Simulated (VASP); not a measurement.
# ZnSe (P4/nmm) in VASP: a series of runs, part 2 of 2

VASP 6.6.1.

**4. Single point, LDA (atoms shifted along a free coordinate)**

Contents of INCAR:

```
ALGO = Normal ; EDIFF = 1E-7
ENCUT = 520 ; GGA = CA
ISIF = 2 ; ISMEAR = 0
LASPH = T ; LCHARG = F
LREAL = F ; LWAVE = F
NBANDS = 26 ; NELM = 100
PREC = Accurate ; SIGMA = 0.05
```

Contents of KPOINTS:

```
k-points
0
Gamma
  8 8 6
```

Contents of POSCAR:

```
ZnSe
1.0
    4.1030397429      0.0000000000      0.0000000000
    0.0000000000      4.1030397429      0.0000000000
    0.0000000000      0.0000000000      5.4151678808
Zn Se
2 2
Direct
    0.0000000000      0.0000000000      0.0000000000
    0.5000000000      0.5000000000      0.0000000000
    0.0000000000      0.5000000000      0.3361676647
    0.5000000000      0.0000000000      0.6638323353
```

Potentials or basis: VASP PAW LDA potentials, release 64 (Zn, Se).

On the command line:

```console
$ cat potpaw_LDA.64/Zn/POTCAR potpaw_LDA.64/Se/POTCAR > POTCAR
$ mpirun -np 1 vasp_std > vasp.out
```

OUTCAR:

```text
EDIFF = 1E-7
   ENCUT = 520
   GGA = CA
   ISIF = 2
   ISMEAR = 0
   LASPH = T
   LREAL = F
   NELM = 100
   PREC = Accurate

 ion  position               nearest neighbor table
   1  0.000  0.000  0.000-   3 2.74   4 2.74   3 2.74   4 2.74   2 2.90   2 2.90   2 2.90   2 2.90

   2  0.500  0.500  0.000-   3 2.74   4 2.74   4 2.74   3 2.74   1 2.90   1 2.90   1 2.90   1 2.90

   3  0.000  0.500  0.336-   1 2.74   2 2.74   1 2.74   2 2.74
   4  0.500  0.000  0.664-   1 2.74   2 2.74   2 2.74   1 2.74

  LATTYP: Found a simple tetragonal cell.
 ALAT       =     4.1030397429
 C/A-ratio  =     1.3197941575

  Lattice vectors:

 A1 = (   4.1030397429,   0.0000000000,   0.0000000000)
 A2 = (   0.0000000000,   4.1030397429,   0.0000000000)
 A3 = (   0.0000000000,   0.0000000000,   5.4151678808)

Analysis of symmetry for initial positions (statically):
=====================================================================
 Subroutine PRICEL returns:
 Original cell was already a primitive cell.

 Routine SETGRP: Setting up the symmetry group for a
 simple tetragonal supercell.

 Subroutine GETGRP returns: Found 16 space group operations
 (whereof  8 operations were pure point group operations)
 out of a pool of 16 trial point group operations.

The static configuration has the point symmetry D_2d.
 The point group associated with its full space group is D_4h.

Analysis of symmetry for dynamics (positions and initial velocities):
=====================================================================
 Subroutine PRICEL returns:
 Original cell was already a primitive cell.

 Routine SETGRP: Setting up the symmetry group for a
 simple tetragonal supercell.

[... 123 lines left out ...]
   EFERMI =   0.00;   METHOD = LEGACY
   ISMEAR =     0;   SIGMA  =   0.05  broadening in eV -4-tet -1-fermi 0-gaus
   EFERMI_NEDOS =   21; number of points for ismear=-14 and -15
   IALGO  =     38    algorithm
   IMIX   =      4    mixing-type and parameters
     AMIX     =   0.40;   BMIX     =  1.00
     AMIX_MAG =   1.60;   BMIX_MAG =  1.00
  volume/ion in A,a.u.               =      22.79       153.80
  Fermi-wavevector in a.u.,A,eV,Ry     =   1.201069  2.269691 19.627304  1.442566
  Thomas-Fermi vector in A             =   2.336888
   LORBIT       =      0    0 simple, 1 ext, 2 COOP (PROOUT), +10 PAW based schemes
   GGA     = CA    functional components
   LHFCALC =     F    Hartree Fock is set to
   AEXX    =    0.0000 exact exchange contribution
   IVDW    =     0    specifies the selected vdW correction
   LEPSILON=     F    determine dielectric tensor
   LRPA    =     F    only Hartree local field effects (RPA)
 non-spin polarized calculation
 Gauss-broadening in eV      SIGMA  =   0.05
  energy-cutoff  :      520.00
  volume of cell :       91.16
 maximum number of plane-waves:      2472
 NGX is ok and might be reduce to    32
   NGX = 15   NGY = 15   NGZ = 21

 number of electron      35.9999994 magnetization

 Free energy of the ion-electron system (eV)
  ---------------------------------------------------
  ext. energy  EPLUGINS =         0.00000000
  ---------------------------------------------------
  free energy    TOTEN  =       -12.77041632 eV

  energy without entropy =      -12.77041559  energy(sigma->0) =      -12.77041595

 E-fermi :   2.2290     XC(G=0):  -9.9084

 val. band max:        2.1067291967   @ k =   0.0000   0.0000   0.0000
 cond. band min:       2.3444263029   @ k =   0.0000   0.0000   0.0000
 fundamental gap:      0.2376971062
 Fermi energy:         2.2289617656

 k-point     1 :       0.0000    0.0000    0.0000
  band No.  band energies     occupation
      1     -11.3843      2.00000
      2      -9.9002      2.00000
      3      -5.3487      2.00000
      4      -5.3340      2.00000
      5      -5.2054      2.00000
      6      -5.1091      2.00000
[... 685 lines left out ...]
     25      10.2989      0.00000
     26      10.2989      0.00000

 [... further k-points ...]

------------------------ aborting loop because EDIFF is reached ----------------------------------------

  FORCE on cell =-STRESS in cart. coord.  units (eV):
  Direction    XX          YY          ZZ          XY          YZ          ZX
  --------------------------------------------------------------------------------------
  -------------------------------------------------------------------------------------
  Total       -4.7072035     -4.7072035     -9.2949088      0.0000000      0.0000000      0.0000000
  in kB      -82.7275534    -82.7275534   -163.3549660      0.0000000      0.0000000      0.0000000
  external PRESSURE =    -109.6033576 kB  Pullay stress =       0.0000000 kB

 VOLUME and BASIS-vectors are now :
 -----------------------------------------------------------------------------
  energy-cutoff  :      520.00
  volume of cell :       91.16
      direct lattice vectors                 reciprocal lattice vectors
     4.103039743  0.000000000  0.000000000     0.243721744  0.000000000  0.000000000
     0.000000000  4.103039743  0.000000000     0.000000000  0.243721744  0.000000000
     0.000000000  0.000000000  5.415167881     0.000000000  0.000000000  0.184666482

 POSITION                                       TOTAL-FORCE (eV/Angst)
 -----------------------------------------------------------------------------------
      0.00000      0.00000      0.00000         0.000000     -0.000000      0.000000
      2.05152      2.05152      0.00000        -0.000000      0.000000      0.000000
      0.00000      2.05152      1.82040         0.000000      0.000000     -2.733365
      2.05152      0.00000      3.59476         0.000000     -0.000000      2.733365
 -----------------------------------------------------------------------------------
    total drift:                                0.000000     -0.000000     -0.000000

  FREE ENERGIE OF THE ION-ELECTRON SYSTEM (eV)
  ---------------------------------------------------
  free  energy   TOTEN  =       -12.7704163188 eV

  energy  without entropy=      -12.7704155910  energy(sigma->0) =      -12.77041595
```

stdout:

```text
POSCAR found type information on POSCAR ZnSe
 POSCAR found :  2 types and       4 ions
 scaLAPACK will be used
 LDA part: xc-table for (Slater(with rela. corr.)+CA(PZ))
 , standard interpolation
 POSCAR, INCAR and KPOINTS ok, starting setup
 FFT: planning ... GRIDC
 FFT: planning ... GRID_SOFT
 FFT: planning ... GRID
 WAVECAR not read
 entering main loop
```

It took 2.4 min on 1 thread of Intel Xeon 8259CL, shared host; peak memory 0.25 GiB.

What came out:

| Item | Value |
| --- | --- |
| Free energy | -12.7704 eV |
| Pressure | -11.0 GPa |
| Largest force | 2.733 eV/Å |
| Band gap on the k mesh | 0.24 eV |

Forces on the atoms (eV/Å):
```
Zn   0.000  0.000  0.000
Zn   0.000  0.000  0.000
Se   0.000  0.000 -2.733
Se   0.000  0.000  2.733
```

Levels at points of the mesh, in eV from the valence-band top:
| k point | band 16 | band 17 | band 18 | band 19 | band 20 | band 21 |
| --- | --- | --- | --- | --- | --- | --- |
| (0.00, 0.00, 0.00) | -1.75 | 0.00 | 0.00 | 0.24 | 1.39 | 3.35 |
| (0.50, 0.00, 0.00) | -3.17 | -1.23 | -1.23 | 2.71 | 2.71 | 3.74 |
| (0.50, 0.50, 0.00) | -2.58 | -1.67 | -1.67 | 0.91 | 0.91 | 1.31 |
| (0.00, 0.00, 0.50) | -1.74 | -1.39 | -1.39 | 1.81 | 2.67 | 2.93 |
| (0.50, 0.00, 0.50) | -1.10 | -1.05 | -1.05 | 0.86 | 0.86 | 4.75 |
| (0.50, 0.50, 0.50) | -3.79 | -3.36 | -3.36 | 3.35 | 3.35 | 3.67 |

Caveat: the cell differs from its parent crystal (atoms shifted along a free coordinate); the cell stands under tension; forces of over 1 eV/Å act on the atoms, so gaps and moduli don't describe the material at rest. A k mesh can miss the band edges.

**5. Single point, LDA (atoms shifted along a free coordinate)**

Contents of INCAR:

```
SYSTEM = ZnSe
PREC = Accurate
ENCUT = 520
EDIFF = 1E-6
ISMEAR = 0
SIGMA = 0.05
LREAL = .False.
LASPH = .True.
NELM = 60
ALGO = Normal
ISIF = 2
LWAVE = .False.
LCHARG = .False.
GGA = CA
NBANDS = 26
```

Contents of KPOINTS:

```
regular mesh
0
Gamma
  8 8 6
  0 0 0
```

POSCAR, as its differences from that of step 4:

```diff
@@ -10,3 +10,3 @@
     0.5000000000      0.5000000000      0.0000000000
-    0.0000000000      0.5000000000      0.3361676647
-    0.5000000000      0.0000000000      0.6638323353
+    0.0000000000      0.5000000000      0.2231634165
+    0.5000000000      0.0000000000      0.7768365835
```

On the command line:

```console
$ cat potpaw_LDA.64/Zn/POTCAR potpaw_LDA.64/Se/POTCAR > POTCAR
$ mpirun -np 1 vasp_std > vasp.out
```

Wall time 2.2 min (1 thread of Intel Xeon 8259CL, shared host); peak memory 0.25 GiB.

The run converged. Its results:

```yaml
Free_energy: -13.5069 eV
Pressure: 6.8 GPa
Largest_force: 2.107 eV/Å
Band_gap_on_the_k_mesh: 0.76 eV
```

Forces in eV/Å, atoms in the order of the input:
```
Zn   0.000  0.000  0.000
Zn   0.000  0.000  0.000
Se   0.000  0.000  2.107
Se   0.000  0.000 -2.107
```

Stress tensor (GPa, compression positive):
```
6.41 0.00 0.00
0.00 6.41 0.00
0.00 0.00 7.55
```

Levels at points of the mesh, in eV from the valence-band top:
```csv
k point,band 14,band 15,band 16,band 17,band 18,band 19,band 20,band 21,band 22,band 23
"(0.00, 0.00, 0.00)",-3.50,-3.50,-0.43,-0.43,0.00,0.76,1.92,2.36,5.35,6.57
"(0.50, 0.00, 0.00)",-4.99,-1.73,-1.73,-1.57,-1.57,2.79,2.79,6.38,6.38,6.57
"(0.50, 0.50, 0.00)",-5.36,-2.54,-2.54,-2.36,-2.36,3.44,3.44,4.38,4.38,9.97
"(0.00, 0.00, 0.50)",-3.35,-3.35,-1.42,-0.73,-0.73,0.93,3.38,3.99,4.49,7.48
"(0.50, 0.00, 0.50)",-5.43,-1.68,-1.68,-0.73,-0.73,2.20,2.20,5.84,5.84,6.76
"(0.50, 0.50, 0.50)",-5.22,-2.93,-2.93,-2.90,-2.90,5.32,5.32,6.40,6.40,8.17
```

Caveat: the cell differs from its parent crystal (atoms shifted along a free coordinate); the cell stands under pressure; forces of over 1 eV/Å act on the atoms, so gaps and moduli don't describe the material at rest. A k mesh can miss the band edges.

**6. Overview**

```csv
cell,gap on the mesh (eV),pressure (GPa),largest force (eV/Å)
"a = 4.044, b = 4.044, c = 5.337 Å, 4 atoms, atomic positions A",1.49,-2.7,0.38
"a = 4.103, b = 4.103, c = 5.415 Å, 4 atoms, atomic positions B",1.04,-7.7,1.56
"a = 4.103, b = 4.103, c = 5.415 Å, 4 atoms, atomic positions C",0.24,-11.0,2.73
"a = 4.103, b = 4.103, c = 5.415 Å, 4 atoms, atomic positions D",0.76,6.8,2.11
```

Alike in all rows: task single point; level LDA; potentials or basis VASP PAW LDA potentials, release 64 (Zn, Se); no spin polarisation; k mesh 8 × 8 × 6; cutoff (eV) 520; smearing gaussian 0.05 eV.

Caveats: forces of over 1 eV/Å act on the atoms, so gaps and moduli don't describe the material at rest (at least some runs); the cell stands under tension (at least some runs); the cell stands under pressure (at least some runs).

Total energies depend on the potentials used, so only differences within one code and one set of settings carry meaning.
